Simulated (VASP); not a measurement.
# Si2W (P6_222) in VASP: single point with r2SCAN

Aim: the single point of Si2W with r2SCAN.

All numbers are computed with VASP 6.6.1; they aren't measurements. Logs are shortened: lines on timing, memory, paths and dates and some standing lists are left out, and cuts for length are marked.

## Step 1: The cell of the first run

It takes space group P6_222 (No. 180, hexagonal). Conventional cell: a = 4.617 Å, b = 4.617 Å, c = 6.653 Å, α = 90.00°, β = 90.00°, γ = 120.00°. Si (site symmetry 2) has 9 Si at 2.57 to 3.23 Å and 5 W at 2.59 to 2.69 Å within 3.4 Å. W (site symmetry 222) has 10 Si at 2.59 to 2.69 Å and 4 W at 3.20 Å within 3.4 Å.

## Step 2: Single point, r2SCAN

Contents of POSCAR:

```
Si2W
1.0
    4.6168523800      0.0000000000      0.0000000000
   -2.3084261900      3.9983114500      0.0000000000
    0.0000000000      0.0000000000      6.6532220000
Si W
6 3
Direct
    0.8363740000      0.6727480000      0.5000000000
    0.1636260000      0.8363740000      0.8333333300
    0.6727480000      0.8363740000      0.1666666700
    0.1636260000      0.3272520000      0.5000000000
    0.8363740000      0.1636260000      0.8333333300
    0.3272520000      0.1636260000      0.1666666700
    0.0000000000      0.5000000000      0.1666666700
    0.5000000000      0.5000000000      0.8333333300
    0.5000000000      0.0000000000      0.5000000000
```

Contents of INCAR.step1:

```
SYSTEM = Si2W
ALGO = Normal
EDIFF = 1E-4
ENCUT = 520
GGA = PE
ISMEAR = 0
LASPH = .TRUE.
LCHARG = .FALSE.
LREAL = .FALSE.
LWAVE = .TRUE.
NBANDS = 43
NELM = 60
PREC = Accurate
SIGMA = 0.1
```

Contents of INCAR.step2:

```
SYSTEM = Si2W
ALGO = Normal
EDIFF = 1E-6
ENCUT = 520
ISIF = 2
ISMEAR = 0
ISTART = 1
LASPH = .TRUE.
LCHARG = .FALSE.
LMIXTAU = .TRUE.
LREAL = .FALSE.
LWAVE = .FALSE.
METAGGA = R2SCAN
NBANDS = 43
NELM = 60
PREC = Accurate
SIGMA = 0.1
```

Contents of KPOINTS:

```
k-points
0
G
  6 6 4
  0 0 0
```

Potentials or basis: VASP PAW PBE potentials, release 64 (Si, W_sv).

Launch:

```
> cat potpaw_PBE.64/Si/POTCAR potpaw_PBE.64/W_sv/POTCAR > POTCAR
> cp INCAR.step1 INCAR
> mpirun -np 1 vasp_std > vasp.out
> cp INCAR.step2 INCAR
> mpirun -np 1 vasp_std > vasp.out
```

OUTCAR:

```text
SYSTEM = Si2W
   EDIFF = 1E-6
   ENCUT = 520
   ISIF = 2
   ISMEAR = 0
   ISTART = 1
   LASPH = .TRUE.
   LREAL = .FALSE.
   METAGGA = R2SCAN
   NELM = 60
   PREC = Accurate

 ion  position               nearest neighbor table
   1  0.836  0.673  0.500-   2 2.57   3 2.57   7 2.59   8 2.59   4 2.62   9 2.65   9 2.65   9 2.69
                             4 2.69   4 2.69
   2  0.164  0.836  0.833-   1 2.57   6 2.57   9 2.59   7 2.59   5 2.62   8 2.65   8 2.65   8 2.69
                             5 2.69   5 2.69
   3  0.673  0.836  0.167-   1 2.57   5 2.57   9 2.59   8 2.59   6 2.62   7 2.65   7 2.65   7 2.69
                             6 2.69   6 2.69
   4  0.164  0.327  0.500-   5 2.57   6 2.57   7 2.59   8 2.59   1 2.62   9 2.65   9 2.65   9 2.69
                             1 2.69   1 2.69
   5  0.836  0.164  0.833-   4 2.57   3 2.57   9 2.59   7 2.59   2 2.62   8 2.65   8 2.65   8 2.69
                             2 2.69   2 2.69
   6  0.327  0.164  0.167-   4 2.57   2 2.57   9 2.59   8 2.59   3 2.62   7 2.65   7 2.65   7 2.69
                             3 2.69   3 2.69
   7  0.000  0.500  0.167-   1 2.59   4 2.59   2 2.59   5 2.59   3 2.65   6 2.65   6 2.65   3 2.65
                             3 2.69   6 2.69   9 3.20   9 3.20   8 3.20   8 3.20
   8  0.500  0.500  0.833-   1 2.59   4 2.59   3 2.59   6 2.59   2 2.65   5 2.65   2 2.65   5 2.65
                             5 2.69   2 2.69   9 3.20   9 3.20   7 3.20   7 3.20
   9  0.500  0.000  0.500-   2 2.59   3 2.59   5 2.59   6 2.59   4 2.65   4 2.65   1 2.65   1 2.65
                             4 2.69   1 2.69   7 3.20   8 3.20   8 3.20   7 3.20

  LATTYP: Found a hexagonal cell.
 ALAT       =     4.6168523800
 C/A-ratio  =     1.4410731495

  Lattice vectors:

 A1 = (   4.6168523800,   0.0000000000,   0.0000000000)
 A2 = (  -2.3084261900,   3.9983114500,   0.0000000000)
 A3 = (   0.0000000000,   0.0000000000,   6.6532220000)

Analysis of symmetry for initial positions (statically):
=====================================================================
 Subroutine PRICEL returns:
 Original cell was already a primitive cell.

 Routine SETGRP: Setting up the symmetry group for a
 hexagonal supercell.

 Subroutine GETGRP returns: Found 12 space group operations
 (whereof  4 operations were pure point group operations)
 out of a pool of 24 trial point group operations.

The static configuration has the point symmetry D_2 .
 The point group associated with its full space group is D_6 .

Analysis of symmetry for dynamics (positions and initial velocities):
=====================================================================
 Subroutine PRICEL returns:
 Original cell was already a primitive cell.

 Routine SETGRP: Setting up the symmetry group for a
 hexagonal supercell.

 Subroutine GETGRP returns: Found 12 space group operations
 (whereof  4 operations were pure point group operations)
 out of a pool of 24 trial point group operations.

The dynamic configuration has the point symmetry D_2 .
 The point group associated with its full space group is D_6 .

 Subroutine INISYM returns: Found 12 space group operations
 (whereof  4 operations are pure point group operations),
 and found     1 'primitive' translations

----------------------------------------------------------------------------------------

                                     Primitive cell

  volume of cell :     122.8159

  direct lattice vectors                    reciprocal lattice vectors
     4.616852380  0.000000000  0.000000000     0.216597785  0.125052789  0.000000000
    -2.308426190  3.998311450  0.000000000     0.000000000  0.250105579  0.000000000
     0.000000000  0.000000000  6.653222000     0.000000000  0.000000000  0.150303116

  length of vectors
     4.616852380  4.616852383  6.653222000     0.250105579  0.250105579  0.150303116

  position of ions in fractional coordinates (direct lattice)
     0.836374000  0.672748000  0.500000000
     0.163626000  0.836374000  0.833333330
     0.672748000  0.836374000  0.166666670
     0.163626000  0.327252000  0.500000000
     0.836374000  0.163626000  0.833333330
     0.327252000  0.163626000  0.166666670
     0.000000000  0.500000000  0.166666670
     0.500000000  0.500000000  0.833333330
     0.500000000  0.000000000  0.500000000

  ion indices of the primitive-cell ions
   primitive index   ion index
                 1           1
                 2           2
                 3           3
                 4           4
                 5           5
                 6           6
                 7           7
                 8           8
                 9           9

----------------------------------------------------------------------------------------

 KPOINTS: k-points

Automatic generation of k-mesh.
 Grid dimensions read from file:
 generate k-points for:    6    6    4

 Generating k-lattice:

  Cartesian coordinates                     Fractional coordinates (reciprocal lattice)
     0.036099631  0.020842132  0.000000000     0.166666667  0.000000000  0.000000000
     0.000000000  0.041684263  0.000000000     0.000000000  0.166666667  0.000000000
     0.000000000  0.000000000  0.037575779     0.000000000  0.000000000  0.250000000

  Length of vectors
     0.041684263  0.041684263  0.037575779

  Shift w.r.t. Gamma in fractional coordinates (k-lattice)
     0.000000000  0.000000000  0.000000000

 Subroutine IBZKPT returns following result:
 ===========================================

 Found     21 irreducible k-points:

 Following reciprocal coordinates:
            Coordinates               Weight
  0.000000  0.000000  0.000000      1.000000
  0.166667  0.000000  0.000000      6.000000
  0.333333  0.000000  0.000000      6.000000
  0.500000  0.000000  0.000000      3.000000
  0.166667  0.166667  0.000000      6.000000
  0.333333  0.166667  0.000000     12.000000
[... 13 lines left out ...]
  0.333333  0.166667  0.500000     12.000000
  0.333333  0.333333  0.500000      2.000000
   k-points           NKPTS =     21   k-points in BZ     NKDIM =     21   number of bands    NBANDS=     43
   number of dos      NEDOS =    301   number of ions     NIONS =      9
   total plane-waves  NPLWV =  64800
   dimension x,y,z NGX =    36 NGY =   36 NGZ =   50
   dimension x,y,z NGXF=    72 NGYF=   72 NGZF=  100
   ions per type =               6   3
   NGX,Y,Z   is equivalent  to a cutoff of  12.96, 12.96, 12.49 a.u.
   NGXF,Y,Z  is equivalent  to a cutoff of  25.93, 25.93, 24.99 a.u.
 SYSTEM =  Si2W
   PREC   = accura    normal or accurate (medium, high low for compatibility)
   ISTART =      1    job   : 0-new  1-cont  2-samecut
   ICHARG =      0    charge: 1-file 2-atom 10-const
   ISPIN  =      1    spin polarized calculation?
   LNONCOLLINEAR =      F non collinear calculations
   LSORBIT =      F    spin-orbit coupling
   LASPH  =      T    aspherical Exc in radial PAW
   ENCUT  =  520.0 eV  38.22 Ry    6.18 a.u.   8.58  8.58 12.37*2*pi/ulx,y,z
   NELM   =     60;   NELMIN=  2; NELMDL=  0     # of ELM steps
   EDIFF  = 0.1E-05   stopping-criterion for ELM
   LREAL  =      F    real-space projection
   EDIFFG = 0.1E-04   stopping-criterion for IOM
   NSW    =      0    number of steps for IOM
   IBRION =     -1    ionic relax: 0-MD 1-quasi-New 2-CG
   NFREE  =      0    steps in history (QN), initial steepest desc. (CG)
   ISIF   =      2    stress and relaxation
   ISYM   =      2    0-nonsym 1-usesym 2-fastsym
   POTIM  = 0.5000    time-step for ionic-motion
   TEBEG  =    0.0;   TEEND  =   0.0 temperature during run
   PSTRESS=    0.0 pullay stress
   NELECT =      66.0000    total number of electrons
   NUPDOWN=      -1.0000    fix difference up-down
   EMIN   =  10.00;   EMAX   =-10.00  energy-range for DOS
   EFERMI =   0.00;   METHOD = LEGACY
   ISMEAR =     0;   SIGMA  =   0.10  broadening in eV -4-tet -1-fermi 0-gaus
   EFERMI_NEDOS =   21; number of points for ismear=-14 and -15
   IALGO  =     38    algorithm
   IMIX   =      4    mixing-type and parameters
     AMIX     =   0.40;   BMIX     =  1.00
     AMIX_MAG =   1.60;   BMIX_MAG =  1.00
  volume/ion in A,a.u.               =      13.65        92.09
  Fermi-wavevector in a.u.,A,eV,Ry     =   1.330979  2.515186 24.102797  1.771506
  Thomas-Fermi vector in A             =   2.460025
   LORBIT       =      0    0 simple, 1 ext, 2 COOP (PROOUT), +10 PAW based schemes
   METAGGA = R2SCAN    functional components
   LHFCALC =     F    Hartree Fock is set to
   AEXX    =    0.0000 exact exchange contribution
   IVDW    =     0    specifies the selected vdW correction
   LEPSILON=     F    determine dielectric tensor
   LRPA    =     F    only Hartree local field effects (RPA)
 non-spin polarized calculation
 Gauss-broadening in eV      SIGMA  =   0.10
  energy-cutoff  :      520.00
  volume of cell :      122.82
 maximum number of plane-waves:      3343
 NGX is ok and might be reduce to    36
   NGX = 17   NGY = 17   NGZ = 25

 number of electron      66.0000007 magnetization

 Free energy of the ion-electron system (eV)
  ---------------------------------------------------
  ext. energy  EPLUGINS =         0.00000000
  ---------------------------------------------------
  free energy    TOTEN  =      -208.74452493 eV

  energy without entropy =     -208.74299126  energy(sigma->0) =     -208.74375809

 E-fermi :  12.3869     XC(G=0): -13.4409

 val. band max:       12.3215056889   @ k =   0.5000   0.0000   0.5000
 cond. band min:      12.4522108638   @ k =   0.5000   0.0000   0.0000
 fundamental gap:      0.1307051749
 Fermi energy:        12.3868582076

 k-point     1 :       0.0000    0.0000    0.0000
  band No.  band energies     occupation
      1     -63.9178      2.00000
      2     -63.9041      2.00000
      3     -63.9041      2.00000
      4     -27.6541      2.00000
      5     -27.6505      2.00000
      6     -27.6505      2.00000
[... 35 lines left out ...]
     42      15.4408      0.00000
     43      15.8606      0.00000

 k-point     2 :       0.1667    0.0000    0.0000
  band No.  band energies     occupation
      1     -63.9169      2.00000
      2     -63.9048      2.00000
      3     -63.9041      2.00000
      4     -27.6769      2.00000
      5     -27.6581      2.00000
      6     -27.6348      2.00000
[... 35 lines left out ...]
     42      15.5519      0.00000
     43      16.3792      0.00000

 k-point     3 :       0.3333    0.0000    0.0000
  band No.  band energies     occupation
      1     -63.9148      2.00000
      2     -63.9069      2.00000
      3     -63.9041      2.00000
      4     -27.6947      2.00000
      5     -27.6700      2.00000
      6     -27.6329      2.00000
[... 35 lines left out ...]
     42      15.9116      0.00000
     43      15.9354      0.00000

 k-point     4 :       0.5000    0.0000    0.0000
  band No.  band energies     occupation
      1     -63.9131      2.00000
      2     -63.9086      2.00000
      3     -63.9040      2.00000
      4     -27.7009      2.00000
      5     -27.6751      2.00000
      6     -27.6334      2.00000
[... 725 lines left out ...]
     42      15.3912      0.00000
     43      16.0298      0.00000

 k-point    20 :       0.3333    0.1667    0.5000
  band No.  band energies     occupation
      1     -63.9130      2.00000
      2     -63.9086      2.00000
      3     -63.9040      2.00000
      4     -27.6937      2.00000
      5     -27.6715      2.00000
      6     -27.6615      2.00000
[... 35 lines left out ...]
     42      15.4522      0.00000
     43      15.6975      0.00000

 k-point    21 :       0.3333    0.3333    0.5000
  band No.  band energies     occupation
      1     -63.9131      2.00000
      2     -63.9063      2.00000
      3     -63.9063      2.00000
      4     -27.6898      2.00000
      5     -27.6743      2.00000
      6     -27.6743      2.00000
[... 35 lines left out ...]
     42      15.7281      0.00000
     43      15.9645      0.00000

------------------------ aborting loop because EDIFF is reached ----------------------------------------

  FORCE on cell =-STRESS in cart. coord.  units (eV):
  Direction    XX          YY          ZZ          XY          YZ          ZX
  --------------------------------------------------------------------------------------
  -------------------------------------------------------------------------------------
  Total       -3.7697728     -3.7697728     -3.7351616     -0.0000000     -0.0000000      0.0000000
  in kB      -49.1780302    -49.1780303    -48.7265157     -0.0000000     -0.0000000      0.0000000
  external PRESSURE =     -49.0275254 kB  Pullay stress =       0.0000000 kB

 VOLUME and BASIS-vectors are now :
 -----------------------------------------------------------------------------
  energy-cutoff  :      520.00
  volume of cell :      122.82
      direct lattice vectors                 reciprocal lattice vectors
     4.616852380  0.000000000  0.000000000     0.216597785  0.125052789  0.000000000
    -2.308426190  3.998311450  0.000000000     0.000000000  0.250105579  0.000000000
     0.000000000  0.000000000  6.653222000     0.000000000  0.000000000  0.150303116

 POSITION                                       TOTAL-FORCE (eV/Angst)
 -----------------------------------------------------------------------------------
      2.30843      2.68986      3.32661         0.000000      0.004391      0.000000
     -1.17527      3.34408      5.54435        -0.003803      0.002196     -0.000000
      1.17527      3.34408      1.10887         0.003803      0.002196      0.000000
      0.00000      1.30846      3.32661         0.000000     -0.004391      0.000000
      3.48370      0.65423      5.54435         0.003803     -0.002196      0.000000
      1.13316      0.65423      1.10887        -0.003803     -0.002196     -0.000000
     -1.15421      1.99916      1.10887         0.000000      0.000000     -0.000000
      1.15421      1.99916      5.54435         0.000000      0.000000     -0.000000
      2.30843      0.00000      3.32661         0.000000      0.000000      0.000000
 -----------------------------------------------------------------------------------
    total drift:                               -0.000000     -0.000000      0.000035

  FREE ENERGIE OF THE ION-ELECTRON SYSTEM (eV)
  ---------------------------------------------------
  free  energy   TOTEN  =      -208.7445249280 eV

  energy  without entropy=     -208.7429912603  energy(sigma->0) =     -208.74375809
```

Run time: 5.9 min. Hardware: 1 thread of Intel Xeon 8259CL, shared host; peak memory 0.31 GiB.

What came out:

```yaml
Free_energy: -208.7445 eV
Pressure: -4.9 GPa
Largest_force: 0.004 eV/Å
Band_gap_on_the_k_mesh: 0.13 eV (least direct gap 0.80 eV)
```

Forces in eV/Å, atoms in the order of the input:
```
Si   0.000  0.004  0.000
Si  -0.004  0.002  0.000
Si   0.004  0.002  0.000
Si   0.000 -0.004  0.000
Si   0.004 -0.002  0.000
Si  -0.004 -0.002  0.000
W    0.000  0.000  0.000
W    0.000  0.000  0.000
W    0.000  0.000  0.000
```

Caveat: the cell stands under tension; the PAW data sets were made with another functional, which shifts forces and pressure a little; spin-orbit coupling is left out, which moves the levels of the heavy elements. A k mesh can miss the band edges.
